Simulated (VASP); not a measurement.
# C (I4_1/amd) in VASP: further runs

The runs below take C through single point, with r2SCAN.

Everything below comes from runs of VASP 6.6.1. Logs are shortened: lines on timing, memory, paths and dates and some standing lists are left out, and cuts for length are marked.

## 1. The cell of the first run

It takes space group I4_1/amd (No. 141, tetragonal). The conventional cell has a = 2.484 Å, b = 2.484 Å, c = 3.620 Å, α = 90.00°, β = 90.00°, γ = 90.00°. Within 2.0 Å of C (site symmetry -4m2) lie 4 C at 1.54 Å.

## 2. Single point, r2SCAN (strain -0.015 along x and y, +0.015 along z)

POSCAR

```
C
1.0
    0.0000000000      1.7566490000      1.8101510000
    1.7566490000      0.0000000000      1.8101510000
    1.7566490000      1.7566490000      0.0000000000
C
2
Direct
    0.5000000000      0.5000000000      0.5000000000
    0.7500000000      0.7500000000      0.7500000000
```

INCAR.step1

```
SYSTEM = C
PREC     = Accurate       ! precision mode
ENCUT    = 520            ! plane-wave cutoff, eV
ISMEAR   = 0              ! smearing method
SIGMA    = 0.05           ! smearing width, eV
LREAL    = .False.        ! projectors in reciprocal space
LASPH    = .True.         ! aspherical terms in the spheres
NELM     = 100            ! most SCF steps
NBANDS   = 11             ! bands
GGA      = PE             ! functional
ALGO     = Normal         ! electronic algorithm
EDIFF    = 1E-4           ! SCF threshold, eV
LWAVE    = .True.         ! write WAVECAR
LCHARG   = .False.        ! write CHGCAR
```

INCAR.step2

```
SYSTEM = C
PREC     = Accurate       ! precision mode
ENCUT    = 520            ! plane-wave cutoff, eV
EDIFF    = 1E-6           ! SCF threshold, eV
ISMEAR   = 0              ! smearing method
SIGMA    = 0.05           ! smearing width, eV
LREAL    = .False.        ! projectors in reciprocal space
LASPH    = .True.         ! aspherical terms in the spheres
NELM     = 100            ! most SCF steps
ALGO     = Normal         ! electronic algorithm
ISIF     = 2              ! what is computed and relaxed
LWAVE    = .False.        ! write WAVECAR
LCHARG   = .False.        ! write CHGCAR
METAGGA  = R2SCAN         ! meta-GGA
LMIXTAU  = .True.       
NBANDS   = 11             ! bands
ISTART   = 1
```

KPOINTS

```
regular mesh
0
Gamma
  12 12 12
  0 0 0
```

Potentials or basis: VASP PAW PBE potentials, release 64 (C).

Launch:

```bash
cat potpaw_PBE.64/C/POTCAR > POTCAR
cp INCAR.step1 INCAR
mpirun -np 1 vasp_std > vasp.out
cp INCAR.step2 INCAR
mpirun -np 1 vasp_std > vasp.out
```

OUTCAR:

```text
SYSTEM = C
   PREC = Accurate
   ENCUT = 520
   EDIFF = 1E-6
   ISMEAR = 0
   LREAL = .False.
   LASPH = .True.
   NELM = 100
   ISIF = 2
   METAGGA = R2SCAN
   ISTART = 1

 ion  position               nearest neighbor table
   1  0.500  0.500  0.500-   2 1.54   2 1.54   2 1.54   2 1.54
   2  0.750  0.750  0.750-   1 1.54   1 1.54   1 1.54   1 1.54

  LATTYP: Found a body centered tetragonal cell.
 ALAT       =     2.4842768401
 C/A-ratio  =     1.4572860567

  Lattice vectors:

 A1 = (  -1.7566490000,   0.0000000000,   1.8101510000)
 A2 = (   1.7566490000,   0.0000000000,   1.8101510000)
 A3 = (   0.0000000000,   1.7566490000,  -1.8101510000)

Analysis of symmetry for initial positions (statically):
=====================================================================
 Subroutine PRICEL returns:
 Original cell was already a primitive cell.

 Routine SETGRP: Setting up the symmetry group for a
 body centered tetragonal supercell.

 Subroutine GETGRP returns: Found 16 space group operations
 (whereof  8 operations were pure point group operations)
 out of a pool of 16 trial point group operations.

The static configuration has the point symmetry D_2d.
 The point group associated with its full space group is D_4h.

Analysis of symmetry for dynamics (positions and initial velocities):
=====================================================================
 Subroutine PRICEL returns:
 Original cell was already a primitive cell.

 Routine SETGRP: Setting up the symmetry group for a
 body centered tetragonal supercell.

 Subroutine GETGRP returns: Found 16 space group operations
 (whereof  8 operations were pure point group operations)
 out of a pool of 16 trial point group operations.

The dynamic configuration has the point symmetry D_2d.
 The point group associated with its full space group is D_4h.

 Subroutine INISYM returns: Found 16 space group operations
 (whereof  8 operations are pure point group operations),
 and found     1 'primitive' translations

----------------------------------------------------------------------------------------

                                     Primitive cell

  volume of cell :      11.1716

  direct lattice vectors                    reciprocal lattice vectors
     0.000000000  1.756649000  1.810151000    -0.284632844  0.284632844  0.276220050
     1.756649000  0.000000000  1.810151000     0.284632844 -0.284632844  0.276220050
     1.756649000  1.756649000  0.000000000     0.284632844  0.284632844 -0.276220050

  length of vectors
     2.522392188  2.522392188  2.484276840     0.488189745  0.488189745  0.488189745

  position of ions in fractional coordinates (direct lattice)
     0.500000000  0.500000000  0.500000000
     0.750000000  0.750000000  0.750000000

  ion indices of the primitive-cell ions
   primitive index   ion index
                 1           1
                 2           2

----------------------------------------------------------------------------------------

 KPOINTS: regular mesh

Automatic generation of k-mesh.
 Grid dimensions read from file:
 generate k-points for:   12   12   12

 Generating k-lattice:

  Cartesian coordinates                     Fractional coordinates (reciprocal lattice)
    -0.023719404  0.023719404  0.023018338     0.083333333  0.000000000  0.000000000
     0.023719404 -0.023719404  0.023018338     0.000000000  0.083333333  0.000000000
     0.023719404  0.023719404 -0.023018338     0.000000000  0.000000000  0.083333333

  Length of vectors
     0.040682479  0.040682479  0.040682479

  Shift w.r.t. Gamma in fractional coordinates (k-lattice)
     0.000000000  0.000000000  0.000000000

 Subroutine IBZKPT returns following result:
 ===========================================

 Found    163 irreducible k-points:

 Following reciprocal coordinates:
            Coordinates               Weight
  0.000000  0.000000  0.000000      1.000000
  0.083333  0.000000  0.000000      8.000000
  0.166667 -0.000000  0.000000      8.000000
  0.250000 -0.000000  0.000000      8.000000
  0.333333 -0.000000  0.000000      8.000000
  0.416667 -0.000000  0.000000      8.000000
[... 16 lines left out ...]
  0.500000  0.166667  0.000000      8.000000
 -0.416667  0.166667  0.000000      8.000000
 [... further k-points ...]
   k-points           NKPTS =    163   k-points in BZ     NKDIM =    163   number of bands    NBANDS=     11
   number of dos      NEDOS =    301   number of ions     NIONS =      2
   total plane-waves  NPLWV =   7200
   dimension x,y,z NGX =    20 NGY =   20 NGZ =   18
   dimension x,y,z NGXF=    40 NGYF=   40 NGZF=   36
   ions per type =               2
   NGX,Y,Z   is equivalent  to a cutoff of  13.18, 13.18, 12.05 a.u.
   NGXF,Y,Z  is equivalent  to a cutoff of  26.36, 26.36, 24.09 a.u.
 SYSTEM =  C
   PREC   = accura    normal or accurate (medium, high low for compatibility)
   ISTART =      1    job   : 0-new  1-cont  2-samecut
   ICHARG =      0    charge: 1-file 2-atom 10-const
   ISPIN  =      1    spin polarized calculation?
   LNONCOLLINEAR =      F non collinear calculations
   LSORBIT =      F    spin-orbit coupling
   LASPH  =      T    aspherical Exc in radial PAW
   ENCUT  =  520.0 eV  38.22 Ry    6.18 a.u.   4.69  4.69  4.62*2*pi/ulx,y,z
   NELM   =    100;   NELMIN=  2; NELMDL=  0     # of ELM steps
   EDIFF  = 0.1E-05   stopping-criterion for ELM
   LREAL  =      F    real-space projection
   EDIFFG = 0.1E-04   stopping-criterion for IOM
   NSW    =      0    number of steps for IOM
   IBRION =     -1    ionic relax: 0-MD 1-quasi-New 2-CG
   NFREE  =      0    steps in history (QN), initial steepest desc. (CG)
   ISIF   =      2    stress and relaxation
   ISYM   =      2    0-nonsym 1-usesym 2-fastsym
   POTIM  = 0.5000    time-step for ionic-motion
   TEBEG  =    0.0;   TEEND  =   0.0 temperature during run
   PSTRESS=    0.0 pullay stress
   NELECT =       8.0000    total number of electrons
   NUPDOWN=      -1.0000    fix difference up-down
   EMIN   =  10.00;   EMAX   =-10.00  energy-range for DOS
   EFERMI =   0.00;   METHOD = LEGACY
   ISMEAR =     0;   SIGMA  =   0.05  broadening in eV -4-tet -1-fermi 0-gaus
   EFERMI_NEDOS =   21; number of points for ismear=-14 and -15
   IALGO  =     38    algorithm
   IMIX   =      4    mixing-type and parameters
     AMIX     =   0.40;   BMIX     =  1.00
     AMIX_MAG =   1.60;   BMIX_MAG =  1.00
  volume/ion in A,a.u.               =       5.59        37.69
  Fermi-wavevector in a.u.,A,eV,Ry     =   1.464648  2.767783 29.187129  2.145193
  Thomas-Fermi vector in A             =   2.580599
   LORBIT       =      0    0 simple, 1 ext, 2 COOP (PROOUT), +10 PAW based schemes
   METAGGA = R2SCAN    functional components
   LHFCALC =     F    Hartree Fock is set to
   AEXX    =    0.0000 exact exchange contribution
   IVDW    =     0    specifies the selected vdW correction
   LEPSILON=     F    determine dielectric tensor
   LRPA    =     F    only Hartree local field effects (RPA)
 non-spin polarized calculation
 Gauss-broadening in eV      SIGMA  =   0.05
  energy-cutoff  :      520.00
  volume of cell :       11.17
 maximum number of plane-waves:       318
   NGX =  9   NGY =  9   NGZ =  9

 number of electron       8.0000001 magnetization

 Free energy of the ion-electron system (eV)
  ---------------------------------------------------
  ext. energy  EPLUGINS =         0.00000000
  ---------------------------------------------------
  free energy    TOTEN  =       -19.63327432 eV

  energy without entropy =      -19.63327432  energy(sigma->0) =      -19.63327432

 E-fermi :  10.4267     XC(G=0): -14.3430

 val. band max:       10.1027365762   @ k =   0.0000   0.0000   0.0000
 cond. band min:      14.0781843239   @ k =   0.3333   0.0000   0.3333
 fundamental gap:      3.9754477478
 Fermi energy:        10.4266920306

 k-point     1 :       0.0000    0.0000    0.0000
  band No.  band energies     occupation
      1     -12.9702      2.00000
      2       9.6076      2.00000
      3      10.1027      2.00000
      4      10.1027      2.00000
      5      15.6897      0.00000
      6      15.6897      0.00000
      7      16.0943      0.00000
      8      24.1059      0.00000
      9      30.5543      0.00000
     10      36.5614      0.00000
     11      37.8810      0.00000

 k-point     2 :       0.0833    0.0000    0.0000
  band No.  band energies     occupation
      1     -12.7671      2.00000
      2       8.5612      2.00000
      3       9.4607      2.00000
      4       9.7598      2.00000
      5      16.1584      0.00000
      6      16.2491      0.00000
      7      16.7669      0.00000
      8      24.2993      0.00000
      9      30.9000      0.00000
     10      34.6654      0.00000
     11      36.0352      0.00000

 k-point     3 :       0.1667   -0.0000    0.0000
  band No.  band energies     occupation
      1     -12.1602      2.00000
      2       5.8813      2.00000
      3       8.6408      2.00000
      4       9.0267      2.00000
      5      17.1795      0.00000
      6      17.1833      0.00000
      7      17.9634      0.00000
      8      24.8538      0.00000
      9      31.6015      0.00000
     10      33.2445      0.00000
     11      34.2170      0.00000

 k-point     4 :       0.2500   -0.0000    0.0000
  band No.  band energies     occupation
      1     -11.1592      2.00000
      2       2.8604      2.00000
      3       7.8242      2.00000
      4       8.2823      2.00000
      5      17.9191      0.00000
      6      18.1656      0.00000
      7      18.8567      0.00000
      8      25.6229      0.00000
      9      31.9570      0.00000
     10      33.1786      0.00000
     11      33.6250      0.00000

 k-point     5 :       0.3333   -0.0000    0.0000
  band No.  band energies     occupation
      1      -9.7883      2.00000
      2      -0.0910      2.00000
      3       7.1752      2.00000
      4       7.6981      2.00000
      5      18.2683      0.00000
      6      18.7574      0.00000
      7      19.3706      0.00000
      8      26.3170      0.00000
      9      32.2252      0.00000
     10      34.3304      0.00000
     11      34.3769      0.00000
[... 211 lines left out ...]
 k-point    21 :       0.3333    0.1667    0.0000
  band No.  band energies     occupation
      1     -10.1185      2.00000
      2       2.2488      2.00000
      3       5.9478      2.00000
      4       6.0639      2.00000
      5      16.7013      0.00000
      6      21.2596      0.00000
      7      21.5182      0.00000
      8      22.6767      0.00000
      9      31.6542      0.00000
     10      32.9365      0.00000
     11      38.4835      0.00000

 k-point    22 :       0.4167    0.1667    0.0000
  band No.  band energies     occupation
      1      -8.6672      2.00000
      2      -0.4326      2.00000
      3       4.9959      2.00000
      4       5.8575      2.00000
      5      17.3735      0.00000
      6      21.5401      0.00000
      7      21.7047      0.00000
      8      23.8284      0.00000
      9      32.2715      0.00000
     10      33.5043      0.00000
     11      38.8281      0.00000

 k-point    23 :       0.5000    0.1667    0.0000
  band No.  band energies     occupation
      1      -7.0143      2.00000
      2      -2.7999      2.00000
      3       4.2231      2.00000
      4       5.9725      2.00000
      5      17.8247      0.00000
      6      21.4150      0.00000
      7      21.6123      0.00000
      8      25.6013      0.00000
      9      31.3563      0.00000
     10      35.1664      0.00000
     11      37.9989      0.00000

 k-point    24 :      -0.4167    0.1667    0.0000
  band No.  band energies     occupation
      1      -6.4463      2.00000
      2      -3.4814      2.00000
      3       3.7277      2.00000
      4       6.3901      2.00000
      5      18.3300      0.00000
      6      20.8531      0.00000
      7      21.5449      0.00000
      8      26.6063      0.00000
      9      30.8820      0.00000
     10      35.4212      0.00000
     11      36.1522      0.00000

 [... further k-points ...]

------------------------ aborting loop because EDIFF is reached ----------------------------------------

  FORCE on cell =-STRESS in cart. coord.  units (eV):
  Direction    XX          YY          ZZ          XY          YZ          ZX
  --------------------------------------------------------------------------------------
  -------------------------------------------------------------------------------------
  Total        1.1183626      1.1183626     -1.0405410      0.0000000      0.0000000      0.0000000
  in kB      160.3904271    160.3904271   -149.2296112      0.0000000      0.0000000      0.0000000
  external PRESSURE =      57.1837477 kB  Pullay stress =       0.0000000 kB

 VOLUME and BASIS-vectors are now :
 -----------------------------------------------------------------------------
  energy-cutoff  :      520.00
  volume of cell :       11.17
      direct lattice vectors                 reciprocal lattice vectors
     0.000000000  1.756649000  1.810151000    -0.284632844  0.284632844  0.276220050
     1.756649000  0.000000000  1.810151000     0.284632844 -0.284632844  0.276220050
     1.756649000  1.756649000  0.000000000     0.284632844  0.284632844 -0.276220050

 POSITION                                       TOTAL-FORCE (eV/Angst)
 -----------------------------------------------------------------------------------
      1.75665      1.75665      1.81015         0.000000      0.000000     -0.000000
      2.63497      2.63497      2.71523        -0.000000     -0.000000      0.000000
 -----------------------------------------------------------------------------------
    total drift:                                0.000000     -0.000000      0.000000

  FREE ENERGIE OF THE ION-ELECTRON SYSTEM (eV)
  ---------------------------------------------------
  free  energy   TOTEN  =       -19.6332743173 eV

  energy  without entropy=      -19.6332743173  energy(sigma->0) =      -19.63327432
```

It took 53 s on 1 thread of Intel Xeon 8259CL, shared host; peak memory 0.13 GiB.

Results:

| Item | Value |
| --- | --- |
| Free energy | -19.6333 eV |
| Pressure | 5.7 GPa |
| Band gap on the k mesh | 3.98 eV (least direct gap 5.59 eV) |

Caveat: the cell differs from its parent crystal (strain -0.015 along x and y, +0.015 along z); the cell stands under pressure; the PAW data sets were made with another functional, which shifts forces and pressure a little.

## 3. Single point, r2SCAN (strain -0.015 along x and y, +0.030 along z)

POSCAR

```
C
1.0
    0.0000000000      1.7566490000      1.8369020000
    1.7566490000      0.0000000000      1.8369020000
    1.7566490000      1.7566490000      0.0000000000
C
2
Direct
    0.5000000000      0.5000000000      0.5000000000
    0.7500000000      0.7500000000      0.7500000000
```

INCAR.step1

```
PREC     = Accurate       # precision mode
ENCUT    = 520            # plane-wave cutoff, eV
ISMEAR   = 0              # smearing method
SIGMA    = 0.05           # smearing width, eV
LREAL    = False          # projectors in reciprocal space
LASPH    = True           # aspherical terms in the spheres
NELM     = 80             # most SCF steps
NBANDS   = 11             # bands
GGA      = PE             # functional
ALGO     = Normal         # electronic algorithm
EDIFF    = 1E-4           # SCF threshold, eV
LWAVE    = True           # write WAVECAR
LCHARG   = False          # write CHGCAR
```

INCAR.step2

```
PREC     = Accurate       # precision mode
ENCUT    = 520            # plane-wave cutoff, eV
EDIFF    = 1E-6           # SCF threshold, eV
ISMEAR   = 0              # smearing method
SIGMA    = 0.05           # smearing width, eV
LREAL    = False          # projectors in reciprocal space
LASPH    = True           # aspherical terms in the spheres
NELM     = 80             # most SCF steps
ALGO     = Normal         # electronic algorithm
ISIF     = 2              # what is computed and relaxed
LWAVE    = False          # write WAVECAR
LCHARG   = False          # write CHGCAR
METAGGA  = R2SCAN         # meta-GGA
LMIXTAU  = True         
NBANDS   = 11             # bands
ISTART   = 1
```

KPOINTS

```
Automatic mesh
0
Gamma
  12 12 12
```

Potentials or basis: VASP PAW PBE potentials, release 64 (C).

Launch:

```bash
cat potpaw_PBE.64/C/POTCAR > POTCAR
cp INCAR.step1 INCAR
mpirun -np 1 vasp_std > vasp.out
cp INCAR.step2 INCAR
mpirun -np 1 vasp_std > vasp.out
```

It took 55 s on 1 thread of Intel Xeon 8259CL, shared host; peak memory 0.13 GiB.

Results (log left out):

```
Free energy            : -19.6096 eV
Pressure               : -1.0 GPa
Band gap on the k mesh : 3.75 eV (least direct gap 5.41 eV)
```

Stress tensor (GPa, compression positive):
```
 14.37   0.00   0.00
  0.00  14.37   0.00
  0.00   0.00 -31.64
```

Levels at points of the mesh, in eV from the valence-band top:
```csv
k point,band 1,band 2,band 3,band 4,band 5,band 6,band 7,band 8
"(0.00, 0.00, 0.00)",-22.95,-0.74,0.00,0.00,5.41,5.41,6.01,13.54
"(0.50, 0.00, 0.00)",-16.99,-14.29,-3.65,-2.79,7.76,8.82,9.57,16.48
"(0.50, 0.50, 0.00)",-14.30,-14.30,-6.44,-6.44,5.49,5.49,17.45,17.45
"(0.50, 0.00, 0.50)",-13.59,-13.59,-7.12,-7.12,4.40,4.40,17.60,17.60
```

Caveat: the cell differs from its parent crystal (strain -0.015 along x and y, +0.030 along z); the PAW data sets were made with another functional, which shifts forces and pressure a little. A k mesh can miss the band edges.

(Continued in part 2 of 2.)
